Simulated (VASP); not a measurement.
# HfN (rocksalt type) (Fm-3m) in VASP: a series of runs, part 2 of 2

VASP 6.6.1.

## (3) Relaxation of cell and atoms, PBE

This run uses another cell than the first one, of 11.48 Å³/atom.

File INCAR:

```
SYSTEM = HfN
  PREC = Accurate
  ENCUT = 600
  EDIFF = 1E-7
  ISMEAR = -1
  SIGMA = 0.02
  LREAL = .FALSE.
  LASPH = .TRUE.
  NELM = 120
  ALGO = Normal
  ISIF = 3
  LWAVE = .FALSE.
  LCHARG = .FALSE.
  GGA = PE
  IBRION = 2
  NSW = 60
  EDIFFG = -0.005
  GGA_COMPAT = .FALSE.
  NELMIN = 4
```

File KPOINTS:

```
Automatic mesh
0
G
  13 13 13
  0 0 0
```

File POSCAR:

```
HfN
1.0
    0.0000000000      2.2560000000      2.2560000000
    2.2560000000      0.0000000000      2.2560000000
    2.2560000000      2.2560000000      0.0000000000
Hf N
1 1
Direct
    0.0000000000      0.0000000000      0.0000000000
    0.5000000000      0.5000000000      0.5000000000
```

Potentials or basis: VASP PAW PBE potentials, release 64 (Hf_pv, N).

The run is started by

```
> cat potpaw_PBE.64/Hf_pv/POTCAR potpaw_PBE.64/N/POTCAR > POTCAR
> mpirun -np 1 vasp_std > vasp.out
```

OUTCAR:

```text
SYSTEM = HfN
   PREC = Accurate
   ENCUT = 600
   EDIFF = 1E-7
   ISMEAR = -1
   LREAL = .FALSE.
   LASPH = .TRUE.
   NELM = 120
   ISIF = 3
   GGA = PE
   IBRION = 2
   NSW = 60
   EDIFFG = -0.005
   NELMIN = 4

 ion  position               nearest neighbor table
   1  0.000  0.000  0.000-   2 2.26   2 2.26   2 2.26   2 2.26   2 2.26   2 2.26
   2  0.500  0.500  0.500-   1 2.26   1 2.26   1 2.26   1 2.26   1 2.26   1 2.26

  LATTYP: Found a face centered cubic cell.
 ALAT       =     4.5120000000

  Lattice vectors:

 A1 = (   0.0000000000,   2.2560000000,   2.2560000000)
 A2 = (   2.2560000000,   0.0000000000,   2.2560000000)
 A3 = (   2.2560000000,   2.2560000000,   0.0000000000)

Analysis of symmetry for initial positions (statically):
=====================================================================
 Subroutine PRICEL returns:
 Original cell was already a primitive cell.

 Routine SETGRP: Setting up the symmetry group for a
 face centered cubic supercell.

 Subroutine GETGRP returns: Found 48 space group operations
 (whereof 48 operations were pure point group operations)
 out of a pool of 48 trial point group operations.

The static configuration has the point symmetry O_h .

Analysis of symmetry for dynamics (positions and initial velocities):
=====================================================================
 Subroutine PRICEL returns:
 Original cell was already a primitive cell.

 Routine SETGRP: Setting up the symmetry group for a
 face centered cubic supercell.

 Subroutine GETGRP returns: Found 48 space group operations
 (whereof 48 operations were pure point group operations)
 out of a pool of 48 trial point group operations.

The dynamic configuration has the point symmetry O_h .

 Subroutine INISYM returns: Found 48 space group operations
 (whereof 48 operations are pure point group operations),
 and found     1 'primitive' translations

----------------------------------------------------------------------------------------

[... 134 lines left out ...]

 Free energy of the ion-electron system (eV)
  ---------------------------------------------------
  ext. energy  EPLUGINS =         0.00000000
  ---------------------------------------------------
  free energy    TOTEN  =       -21.75423994 eV

  energy without entropy =      -21.75308797  energy(sigma->0) =      -21.75366395

------------------------ aborting loop because EDIFF is reached ----------------------------------------

  FORCE on cell =-STRESS in cart. coord.  units (eV):
  Direction    XX          YY          ZZ          XY          YZ          ZX
  --------------------------------------------------------------------------------------
  -------------------------------------------------------------------------------------
  Total        0.5799657      0.5799657      0.5799657      0.0000000      0.0000000     -0.0000000
  in kB       40.4637042     40.4637042     40.4637042      0.0000000      0.0000000     -0.0000000
  external PRESSURE =      40.4637042 kB  Pullay stress =       0.0000000 kB
[... 59 lines left out ...]
--------------------------------------- Ionic step        3  -------------------------------------------

 number of electron      15.0000001 magnetization

 Free energy of the ion-electron system (eV)
  ---------------------------------------------------
  ext. energy  EPLUGINS =         0.00000000
  ---------------------------------------------------
  free energy    TOTEN  =       -21.75840207 eV

  energy without entropy =      -21.75725643  energy(sigma->0) =      -21.75782925

 E-fermi :   8.3820     XC(G=0): -12.6764

 val. band max:        8.3443265771   @ k =   0.1538   0.0000   0.0000
 cond. band min:       8.4020033597   @ k =  -0.3846   0.3077   0.0000
 fundamental gap:      0.0576767826
 Fermi energy:         8.3820013866

 k-point     1 :       0.0000    0.0000    0.0000
  band No.  band energies     occupation
      1     -22.9020      2.00000
      2     -22.9020      2.00000
      3     -22.9020      2.00000
      4      -9.1569      2.00000
      5       5.2757      2.00000
      6       5.2757      2.00000
      7       5.2757      2.00000
      8       7.9504      2.00000
      9       7.9504      2.00000
     10       7.9504      2.00000
     11       9.9870      0.00000
[... 309 lines left out ...]
 k-point    24 :       0.4615    0.1538    0.0000
  band No.  band energies     occupation
      1     -23.6946      2.00000
      2     -23.0830      2.00000
      3     -23.0372      2.00000
      4      -6.9994      2.00000
      5       0.3825      2.00000
      6       2.4194      2.00000
      7       2.7703      2.00000
      8       8.8301      0.00000
      9      12.0125      0.00000
     10      12.2663      0.00000
     11      13.9504      0.00000

 [... further k-points ...]

------------------------ aborting loop because EDIFF is reached ----------------------------------------

  FORCE on cell =-STRESS in cart. coord.  units (eV):
  Direction    XX          YY          ZZ          XY          YZ          ZX
  --------------------------------------------------------------------------------------
  -------------------------------------------------------------------------------------
  Total       -0.0028796     -0.0028796     -0.0028796      0.0000000      0.0000000      0.0000000
  in kB       -0.1979983     -0.1979983     -0.1979983      0.0000000      0.0000000      0.0000000
  external PRESSURE =      -0.1979983 kB  Pullay stress =       0.0000000 kB
[... 17 lines left out ...]
  FREE ENERGIE OF THE ION-ELECTRON SYSTEM (eV)
  ---------------------------------------------------
  free  energy   TOTEN  =       -21.7584020720 eV

  energy  without entropy=      -21.7572564277  energy(sigma->0) =      -21.75782925

 reached required accuracy - stopping structural energy minimisation
```

OSZICAR:

```text
N       E                     dE             d eps       ncg     rms          rms(c)
DAV:   1     0.440580505649E+02    0.44058E+02   -0.90210E+03  1856   0.144E+03
[... 27 lines left out ...]
DAV:   2    -0.217672436853E+02    0.29428E-01   -0.49157E-02  1905   0.213E+00    0.146E+00
DAV:   3    -0.217587323947E+02    0.85113E-02   -0.17794E-02  2046   0.130E+00    0.942E-01
DAV:   4    -0.217584161033E+02    0.31629E-03   -0.11126E-03  2332   0.346E-01    0.589E-01
DAV:   5    -0.217584025657E+02    0.13538E-04   -0.10560E-04  2195   0.855E-02    0.659E-02
DAV:   6    -0.217584026449E+02   -0.79232E-07   -0.12894E-05  2328   0.342E-02    0.134E-02
DAV:   7    -0.217584020843E+02    0.56059E-06   -0.57223E-07  2177   0.816E-03    0.663E-03
DAV:   8    -0.217584020720E+02    0.12337E-07   -0.68776E-08  1170   0.212E-03
   3 F= -.21758402E+02 E0= -.21757829E+02  d E =-.416213E-02
```

CONTCAR:

```text
HfN
   1.00000000000000
     0.0000000000000000    2.2669951532431281    2.2669951532431281
     2.2669951532431281    0.0000000000000000    2.2669951532431281
     2.2669951532431281    2.2669951532431281   -0.0000000000000000
  Hf              N
     1     1
Direct
     0.0000000000000000    0.0000000000000000    0.0000000000000000
     0.5000000000000000    0.5000000000000000    0.5000000000000000

  0.00000000E+00  0.00000000E+00  0.00000000E+00
  0.00000000E+00  0.00000000E+00  0.00000000E+00
```

It took 29 s on 1 thread of Intel Xeon 6975P-C (Granite Rapids), shared host; peak memory 0.18 GiB.

What came out:

| Quantity | Value |
| --- | --- |
| Free energy | -21.7584 eV |
| Relaxed volume | 11.65 Å³/atom |
| Relaxed cell | a = 3.206 Å, b = 3.206 Å, c = 3.206 Å, α = 60.00°, β = 60.00°, γ = 60.00° |
| Space group after relaxing (to 0.1 Å) | Fm-3m (No. 225) |
| Energy gained by relaxing | 2.1 meV/atom |
| Ionic steps | 3 |
| Pressure after relaxing | 0.0 GPa |
| Band gap on the k mesh | zero (an odd number of electrons rules out a gap without spin polarisation) |

Step by step:
| step | energy change (eV) | largest force (eV/Å) | pressure (GPa) | volume (Å³) |
| --- | --- | --- | --- | --- |
| 1 | 0.0000 | 0.0000 | 4.05 | 22.96 |
| 2 | 0.0101 | 0.0000 | -6.92 | 23.94 |
| 3 | -0.0042 | 0.0000 | -0.02 | 23.30 |

Final structure:
```
Hf N
1.0
     0.00000    2.26700    2.26700
     2.26700    0.00000    2.26700
     2.26700    2.26700    0.00000
Hf N
1 1
Direct
  0.00000 0.00000 0.00000
  0.50000 0.50000 0.50000
```

Levels at points of the mesh, in eV from the Fermi level:
| k point | band 6 | band 7 | band 8 | band 9 | band 10 | band 11 |
| --- | --- | --- | --- | --- | --- | --- |
| (0.00, 0.00, 0.00) | -3.11 | -3.11 | -0.43 | -0.43 | -0.43 | 1.60 |

Caveat: spin-orbit coupling is left out, which moves the levels of the heavy elements.
